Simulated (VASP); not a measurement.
# Sr7Cl16 (a cell with a defect) in VASP: single point with PBE

Aim: the single point of Sr7Cl16 (a cell with a defect) with PBE.

All numbers are computed with VASP 6.6.1; they aren't measurements. Logs are shortened: lines on timing, memory, paths and dates and some standing lists are left out, and cuts for length are marked.

### 1 The cell of the first run

The cell holds a defect, 23 atoms: a = 9.858 Å, b = 9.858 Å, c = 9.858 Å, α = 60.00°, β = 60.00°, γ = 60.00°.

### 2 Single point, PBE (atoms taken out, then relaxed in part)

The input, INCAR:

```
SYSTEM = Sr7Cl16
PREC = Accurate
ENCUT = 520
EDIFF = 1E-7
ISMEAR = -1
SIGMA = 0.01
LREAL = Auto
LASPH = .TRUE.
NELM = 60
ALGO = Normal
ISIF = 2
LWAVE = .FALSE.
LCHARG = .TRUE.
GGA = PE
LELF = .TRUE.
LVHAR = .TRUE.
NBANDS = 108
NELECT = 184.0
```

The input, KPOINTS:

```
regular mesh
0
G
  3 3 3
  0 0 0
```

The input, POSCAR:

```
Sr7Cl16
1.0
    0.0000000000      6.9710000000      6.9710000000
    6.9710000000      0.0000000000      6.9710000000
    6.9710000000      6.9710000000      0.0000000000
Sr Cl
7 16
Direct
    0.0000000000      0.0000000000      0.5000000000
    0.0000000000      0.5000000000      0.0000000000
    0.0000000000      0.5000000000      0.5000000000
    0.5000000000      0.0000000000      0.0000000000
    0.5000000000      0.0000000000      0.5000000000
    0.5000000000      0.5000000000      0.0000000000
    0.5000000000      0.5000000000      0.5000000000
    0.1321924804      0.1321924804      0.1321924804
    0.1321924804      0.1321924804      0.6034225587
    0.1321924804      0.6034225587      0.1321924804
    0.1331826367      0.6222724544      0.6222724544
    0.6034225587      0.1321924804      0.1321924804
    0.6222724544      0.1331826367      0.6222724544
    0.6222724544      0.6222724544      0.1331826367
    0.6222724544      0.6222724544      0.6222724544
    0.3777275456      0.3777275456      0.3777275456
    0.3777275456      0.3777275456      0.8668173633
    0.3777275456      0.8668173633      0.3777275456
    0.3965774413      0.8678075196      0.8678075196
    0.8668173633      0.3777275456      0.3777275456
    0.8678075196      0.3965774413      0.8678075196
    0.8678075196      0.8678075196      0.3965774413
    0.8678075196      0.8678075196      0.8678075196
```

Potentials or basis: VASP PAW PBE potentials, release 64 (Sr_sv, Cl).

Started as:

```bash
cat potpaw_PBE.64/Sr_sv/POTCAR potpaw_PBE.64/Cl/POTCAR > POTCAR
mpirun -np 1 vasp_std > vasp.out
```

OUTCAR:

```text
SYSTEM = Sr7Cl16
   PREC = Accurate
   ENCUT = 520
   EDIFF = 1E-7
   ISMEAR = -1
   LREAL = Auto
   LASPH = .TRUE.
   NELM = 60
   ISIF = 2
   GGA = PE
   NELECT = 184.0

 ion  position               nearest neighbor table
   1  0.000  0.000  0.500-   9 2.97  22 2.97   8 2.97  23 2.97  18 3.04  20 3.04  11 3.04  13 3.04
                             3 4.93   5 4.93   2 4.93   4 4.93   2 4.93   3 4.93   7 4.93   4 4.93
   2  0.000  0.500  0.000-  10 2.97  21 2.97   8 2.97  23 2.97  17 3.04  20 3.04  11 3.04  14 3.04
                             3 4.93   6 4.93   1 4.93   3 4.93   7 4.93   1 4.93   4 4.93   4 4.93
   3  0.000  0.500  0.500-   9 2.97  10 2.97  21 2.97  22 2.97  11 3.04  20 3.04  16 3.04  15 3.04
                             7 4.93   1 4.93   2 4.93   2 4.93   6 4.93   1 4.93   5 4.93   5 4.93
   4  0.500  0.000  0.000-  12 2.97  19 2.97   8 2.97  23 2.97  17 3.04  18 3.04  13 3.04  14 3.04
                             5 4.93   6 4.93   1 4.93   5 4.93   7 4.93   2 4.93   6 4.93   7 4.93
   5  0.500  0.000  0.500-   9 2.97  12 2.97  19 2.97  22 2.97  13 3.04  18 3.04  16 3.04  15 3.04
                             7 4.93   1 4.93   4 4.93   4 4.93   6 4.93   3 4.93   6 4.93   7 4.93
   6  0.500  0.500  0.000-  10 2.97  12 2.97  19 2.97  21 2.97  14 3.04  17 3.04  16 3.04  15 3.04
                             7 4.93   2 4.93   4 4.93   3 4.93   5 4.93   7 4.93   4 4.93   5 4.93
   7  0.500  0.500  0.500-  15 2.95  16 2.95  14 2.95  11 2.95  13 2.95  17 2.95  18 2.95  20 2.95
                             6 4.93   3 4.93   5 4.93   2 4.93   4 4.93   6 4.93   1 4.93   4 4.93
   8  0.132  0.132  0.132-   1 2.97   2 2.97   4 2.97
   9  0.132  0.132  0.603-   1 2.97   3 2.97   5 2.97
  10  0.132  0.603  0.132-   2 2.97   3 2.97   6 2.97
  11  0.133  0.622  0.622-   7 2.95   3 3.04   2 3.04   1 3.04
  12  0.603  0.132  0.132-   4 2.97   5 2.97   6 2.97
  13  0.622  0.133  0.622-   7 2.95   5 3.04   4 3.04   1 3.04
  14  0.622  0.622  0.133-   7 2.95   6 3.04   2 3.04   4 3.04
  15  0.622  0.622  0.622-   7 2.95   5 3.04   6 3.04   3 3.04
  16  0.378  0.378  0.378-   7 2.95   5 3.04   6 3.04   3 3.04
  17  0.378  0.378  0.867-   7 2.95   6 3.04   2 3.04   4 3.04
  18  0.378  0.867  0.378-   7 2.95   5 3.04   4 3.04   1 3.04
  19  0.397  0.868  0.868-   4 2.97   5 2.97   6 2.97
  20  0.867  0.378  0.378-   7 2.95   3 3.04   2 3.04   1 3.04
  21  0.868  0.397  0.868-   2 2.97   3 2.97   6 2.97
  22  0.868  0.868  0.397-   1 2.97   3 2.97   5 2.97
  23  0.868  0.868  0.868-   1 2.97   2 2.97   4 2.97

  LATTYP: Found a face centered cubic cell.
 ALAT       =    13.9420000000

  Lattice vectors:

 A1 = (   0.0000000000,   6.9710000000,   6.9710000000)
 A2 = (   6.9710000000,   0.0000000000,   6.9710000000)
 A3 = (   6.9710000000,   6.9710000000,   0.0000000000)

Analysis of symmetry for initial positions (statically):
=====================================================================
 Subroutine PRICEL returns:
 Original cell was already a primitive cell.

 Routine SETGRP: Setting up the symmetry group for a
 face centered cubic supercell.

 Subroutine GETGRP returns: Found 48 space group operations
 (whereof 48 operations were pure point group operations)
 out of a pool of 48 trial point group operations.

The static configuration has the point symmetry O_h .

Analysis of symmetry for dynamics (positions and initial velocities):
=====================================================================
 Subroutine PRICEL returns:
 Original cell was already a primitive cell.

 Routine SETGRP: Setting up the symmetry group for a
 face centered cubic supercell.

 Subroutine GETGRP returns: Found 48 space group operations
 (whereof 48 operations were pure point group operations)
 out of a pool of 48 trial point group operations.

The dynamic configuration has the point symmetry O_h .

 Subroutine INISYM returns: Found 48 space group operations
 (whereof 48 operations are pure point group operations),
 and found     1 'primitive' translations

----------------------------------------------------------------------------------------

                                     Primitive cell

  volume of cell :     677.5093

  direct lattice vectors                    reciprocal lattice vectors
     0.000000000  6.971000000  6.971000000    -0.071725721  0.071725721  0.071725721
     6.971000000  0.000000000  6.971000000     0.071725721 -0.071725721  0.071725721
     6.971000000  6.971000000  0.000000000     0.071725721  0.071725721 -0.071725721

  length of vectors
     9.858482743  9.858482743  9.858482743     0.124232593  0.124232593  0.124232593

  position of ions in fractional coordinates (direct lattice)
     0.000000000  0.000000000  0.500000000
     0.000000000  0.500000000  0.000000000
     0.000000000  0.500000000  0.500000000
     0.500000000  0.000000000  0.000000000
     0.500000000  0.000000000  0.500000000
     0.500000000  0.500000000  0.000000000
[... 15 lines left out ...]
     0.867807520  0.867807520  0.396577441
     0.867807520  0.867807520  0.867807520

  ion indices of the primitive-cell ions
   primitive index   ion index
                 1           1
                 2           2
                 3           3
                 4           4
                 5           5
                 6           6
[... 15 lines left out ...]
                22          22
                23          23

----------------------------------------------------------------------------------------

 KPOINTS: regular mesh

Automatic generation of k-mesh.
 Grid dimensions read from file:
 generate k-points for:    3    3    3

 Generating k-lattice:

  Cartesian coordinates                     Fractional coordinates (reciprocal lattice)
    -0.023908574  0.023908574  0.023908574     0.333333333  0.000000000  0.000000000
     0.023908574 -0.023908574  0.023908574     0.000000000  0.333333333  0.000000000
     0.023908574  0.023908574 -0.023908574     0.000000000  0.000000000  0.333333333

  Length of vectors
     0.041410864  0.041410864  0.041410864

  Shift w.r.t. Gamma in fractional coordinates (k-lattice)
     0.000000000  0.000000000  0.000000000

 Subroutine IBZKPT returns following result:
 ===========================================

 Found      4 irreducible k-points:

 Following reciprocal coordinates:
            Coordinates               Weight
  0.000000  0.000000  0.000000      1.000000
  0.333333  0.000000  0.000000      8.000000
  0.333333  0.333333  0.000000      6.000000
 -0.333333  0.333333  0.000000     12.000000
   k-points           NKPTS =      4   k-points in BZ     NKDIM =      4   number of bands    NBANDS=    108
   number of dos      NEDOS =    301   number of ions     NIONS =     23
   total plane-waves  NPLWV = 512000
   dimension x,y,z NGX =    80 NGY =   80 NGZ =   80
   dimension x,y,z NGXF=   160 NGYF=  160 NGZF=  160
   ions per type =               7  16
   NGX,Y,Z   is equivalent  to a cutoff of  13.49, 13.49, 13.49 a.u.
   NGXF,Y,Z  is equivalent  to a cutoff of  26.98, 26.98, 26.98 a.u.
 SYSTEM =  Sr7Cl16
   PREC   = accura    normal or accurate (medium, high low for compatibility)
   ISTART =      0    job   : 0-new  1-cont  2-samecut
   ICHARG =      2    charge: 1-file 2-atom 10-const
   ISPIN  =      1    spin polarized calculation?
   LNONCOLLINEAR =      F non collinear calculations
   LSORBIT =      F    spin-orbit coupling
   LASPH  =      T    aspherical Exc in radial PAW
   ENCUT  =  520.0 eV  38.22 Ry    6.18 a.u.  18.33 18.33 18.33*2*pi/ulx,y,z
   NELM   =     60;   NELMIN=  2; NELMDL= -5     # of ELM steps
   EDIFF  = 0.1E-06   stopping-criterion for ELM
   LREAL  =      T    real-space projection
   EDIFFG = 0.1E-05   stopping-criterion for IOM
   NSW    =      0    number of steps for IOM
   IBRION =     -1    ionic relax: 0-MD 1-quasi-New 2-CG
   NFREE  =      0    steps in history (QN), initial steepest desc. (CG)
   ISIF   =      2    stress and relaxation
   ISYM   =      2    0-nonsym 1-usesym 2-fastsym
   POTIM  = 0.5000    time-step for ionic-motion
   TEBEG  =    0.0;   TEEND  =   0.0 temperature during run
   PSTRESS=    0.0 pullay stress
   NELECT =     184.0000    total number of electrons
   NUPDOWN=      -1.0000    fix difference up-down
   EMIN   =  10.00;   EMAX   =-10.00  energy-range for DOS
   EFERMI =   0.00;   METHOD = LEGACY
   ISMEAR =    -1;   SIGMA  =   0.01  broadening in eV -4-tet -1-fermi 0-gaus
   EFERMI_NEDOS =   21; number of points for ismear=-14 and -15
   IALGO  =     38    algorithm
   IMIX   =      4    mixing-type and parameters
     AMIX     =   0.40;   BMIX     =  1.00
     AMIX_MAG =   1.60;   BMIX_MAG =  1.00
  volume/ion in A,a.u.               =      29.46       198.79
  Fermi-wavevector in a.u.,A,eV,Ry     =   1.060170  2.003432 15.292423  1.123961
  Thomas-Fermi vector in A             =   2.195542
   LORBIT       =      0    0 simple, 1 ext, 2 COOP (PROOUT), +10 PAW based schemes
   GGA     = PE    functional components
   LHFCALC =     F    Hartree Fock is set to
   AEXX    =    0.0000 exact exchange contribution
   IVDW    =     0    specifies the selected vdW correction
   LEPSILON=     F    determine dielectric tensor
   LRPA    =     F    only Hartree local field effects (RPA)
 non-spin polarized calculation
  energy-cutoff  :      520.00
  volume of cell :      677.51
 maximum number of plane-waves:     18246
 NGX is ok and might be reduce to    80
   NGX = 37   NGY = 37   NGZ = 37

 number of electron     183.9999992 magnetization

 Free energy of the ion-electron system (eV)
  ---------------------------------------------------
  ext. energy  EPLUGINS =         0.00000000
  ---------------------------------------------------
  free energy    TOTEN  =       -91.28324417 eV

  energy without entropy =      -91.28324417  energy(sigma->0) =      -91.28324417

 E-fermi :   0.2564     XC(G=0):  -8.0999

 val. band max:       -0.0030702380   @ k =   0.0000   0.0000   0.0000
 cond. band min:       5.1005841589   @ k =   0.0000   0.0000   0.0000
 fundamental gap:      5.1036543969
 Fermi energy:         0.2564060806

 k-point     1 :       0.0000    0.0000    0.0000
  band No.  band energies     occupation
      1     -33.2360      2.00000
      2     -33.2336      2.00000
      3     -33.2336      2.00000
      4     -33.2336      2.00000
      5     -33.2325      2.00000
      6     -33.2325      2.00000
[... 96 lines left out ...]
    103       6.4013      0.00000
    104       6.4013      0.00000

 k-point     2 :       0.3333    0.0000    0.0000
  band No.  band energies     occupation
      1     -33.2354      2.00000
      2     -33.2342      2.00000
      3     -33.2333      2.00000
      4     -33.2333      2.00000
      5     -33.2328      2.00000
      6     -33.2328      2.00000
[... 96 lines left out ...]
    103       6.4010      0.00000
    104       6.4929      0.00000

 k-point     3 :       0.3333    0.3333    0.0000
  band No.  band energies     occupation
      1     -33.2352      2.00000
      2     -33.2336      2.00000
      3     -33.2336      2.00000
      4     -33.2336      2.00000
      5     -33.2332      2.00000
      6     -33.2325      2.00000
[... 96 lines left out ...]
    103       6.4371      0.00000
    104       6.5020      0.00000

 k-point     4 :      -0.3333    0.3333    0.0000
  band No.  band energies     occupation
      1     -33.2346      2.00000
      2     -33.2345      2.00000
      3     -33.2337      2.00000
      4     -33.2333      2.00000
      5     -33.2330      2.00000
      6     -33.2328      2.00000
[... 96 lines left out ...]
    103       6.3780      0.00000
    104       6.4540      0.00000
 [bands above 104 left out]

------------------------ aborting loop because EDIFF is reached ----------------------------------------

  FORCE on cell =-STRESS in cart. coord.  units (eV):
  Direction    XX          YY          ZZ          XY          YZ          ZX
  --------------------------------------------------------------------------------------
  -------------------------------------------------------------------------------------
  Total       18.4470720     18.4470720     18.4470720     -0.0000000     -0.0000000     -0.0000000
  in kB       43.6237284     43.6237284     43.6237284     -0.0000000     -0.0000000     -0.0000000
  external PRESSURE =      43.6237284 kB  Pullay stress =       0.0000000 kB

 VOLUME and BASIS-vectors are now :
 -----------------------------------------------------------------------------
  energy-cutoff  :      520.00
  volume of cell :      677.51
      direct lattice vectors                 reciprocal lattice vectors
     0.000000000  6.971000000  6.971000000    -0.071725721  0.071725721  0.071725721
     6.971000000  0.000000000  6.971000000     0.071725721 -0.071725721  0.071725721
     6.971000000  6.971000000  0.000000000     0.071725721  0.071725721 -0.071725721

 POSITION                                       TOTAL-FORCE (eV/Angst)
 -----------------------------------------------------------------------------------
      3.48550      3.48550      0.00000         0.000000      0.000000      0.000000
      3.48550      0.00000      3.48550         0.000000      0.000000     -0.000000
      6.97100      3.48550      3.48550         0.000000      0.000000      0.000000
      0.00000      3.48550      3.48550         0.000000      0.000000      0.000000
      3.48550      6.97100      3.48550         0.000000      0.000000     -0.000000
      3.48550      3.48550      6.97100        -0.000000      0.000000      0.000000
[... 15 lines left out ...]
      8.81403      8.81403     12.09897        -0.010746     -0.010746      0.010746
     12.09897     12.09897     12.09897         0.010746      0.010746      0.010746
 -----------------------------------------------------------------------------------
    total drift:                               -0.000000     -0.000000     -0.000000

  FREE ENERGIE OF THE ION-ELECTRON SYSTEM (eV)
  ---------------------------------------------------
  free  energy   TOTEN  =       -91.2832441702 eV

  energy  without entropy=      -91.2832441702  energy(sigma->0) =      -91.28324417
```

Wall time 21 min (1 thread of AMD EPYC 7R43 (Zen 3), shared host); peak memory 0.96 GiB.

What came out:

```yaml
Free_energy: -91.2832 eV
Largest_force: 0.019 eV/Å
```

Forces on the atoms (eV/Å):
```
Sr   0.000  0.000  0.000
Sr   0.000  0.000  0.000
Sr   0.000  0.000  0.000
Sr   0.000  0.000  0.000
Sr   0.000  0.000  0.000
Sr   0.000  0.000  0.000
Sr   0.000  0.000  0.000
Cl  -0.011 -0.011 -0.011
Cl   0.011  0.011 -0.011
Cl   0.011 -0.011  0.011
Cl  -0.010  0.010  0.010
Cl  -0.011  0.011  0.011
Cl   0.010 -0.010  0.010
Cl   0.010  0.010 -0.010
Cl  -0.010 -0.010 -0.010
Cl   0.010  0.010  0.010
Cl  -0.010 -0.010  0.010
Cl  -0.010  0.010 -0.010
Cl   0.011 -0.011 -0.011
Cl   0.010 -0.010 -0.010
Cl  -0.011  0.011 -0.011
Cl  -0.011 -0.011  0.011
Cl   0.011  0.011  0.011
```

Levels at points of the mesh, in eV from the Fermi level:
```tsv
k point	band 89	band 90	band 91	band 92	band 93	band 94	band 95	band 96
(0.00, 0.00, 0.00)	-0.60	-0.48	-0.48	-0.26	4.84	4.95	4.95	5.38
```

Caveat: the cell carries a net charge on a neutralising background, which shifts energy and pressure; the cell differs from its parent crystal (atoms taken out, then relaxed in part); the cell is charged against a uniform background, so pressure and absolute levels hang on convention.
